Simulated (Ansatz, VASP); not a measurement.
## Sb: VASP beside Ansatz

The input INCAR:

```
PREC = Accurate ; ENCUT = 520
EDIFF = 1E-6 ; ISMEAR = -1
SIGMA = 0.05 ; LREAL = F
LASPH = T ; NELM = 100
ALGO = Normal ; ISIF = 2
LWAVE = F ; LCHARG = F
NBANDS = 12
```

The input KPOINTS:

```
regular mesh
0
Gamma
  14 14 8
```

File POSCAR:

```
Sb
1.0
    2.8019391937      0.0000000000      0.0000000000
   -1.4009695969      2.4265505216      0.0000000000
    0.0000000000      0.0000000000      4.3805766436
Sb
2
Direct
    0.3333333333      0.6666666667      0.2500000000
    0.6666666667      0.3333333333      0.7500000000
```

Input for Ansatz:

```yaml
crystal:
  lattice:
    - [2.8019391937, 0.0, 0.0]
    - [-1.4009695969, 2.4265505216, 0.0]
    - [0.0, 0.0, 4.3805766436]
  atoms:
    - { symbol: Sb, position: [0.3333333333, 0.6666666667, 0.25] }
    - { symbol: Sb, position: [0.6666666667, 0.3333333333, 0.75] }
kpoints:
  mp_grid: { grid: [14, 14, 8] }
scf:
  occupations: { method: fermi_dirac, width: 0.05 }
hamiltonian:
  xc: lda
  pseudopotentials: { kind: all_electron, lapw: { basis_error: 0.001 } }
output:
  forces: true
  stress: true
  eigenvalues: true
  populations: true
```

Change from the starting cell: volume scaled by 0.58, LAPW.

Alike in both runs: task single point; functional LDA; k mesh 14 × 14 × 8; occupations fermi-dirac, width 0.05 eV; no spin polarisation.

```csv
,VASP,Ansatz
version,VASP 6.6.1,Ansatz 0.2.0
potentials or method,"VASP PAW LDA potentials, release 64 (Sb), cutoff 520 eV","all-electron LAPW, scalar-relativistic"
```

Ansatz gave:

- pressure (GPa): 133.8
- traceless stress, the component that is largest in VASP (GPa): 0.14

Problem. What did VASP give for the same quantities?

Solution. Pressure (GPa): 139.1; traceless stress, the component that is largest in VASP (GPa): 0.31.

LDA's correlation is that of Perdew and Zunger in VASP and of Perdew and Wang (1992) in Ansatz. Both programs put the cell under a high pressure, so it lies far from rest at this level. Ansatz ran all-electron here, and VASP with PAW potentials.

Spin-orbit coupling is off throughout. Noted on VASP's run: the cell as given lies far from equilibrium.
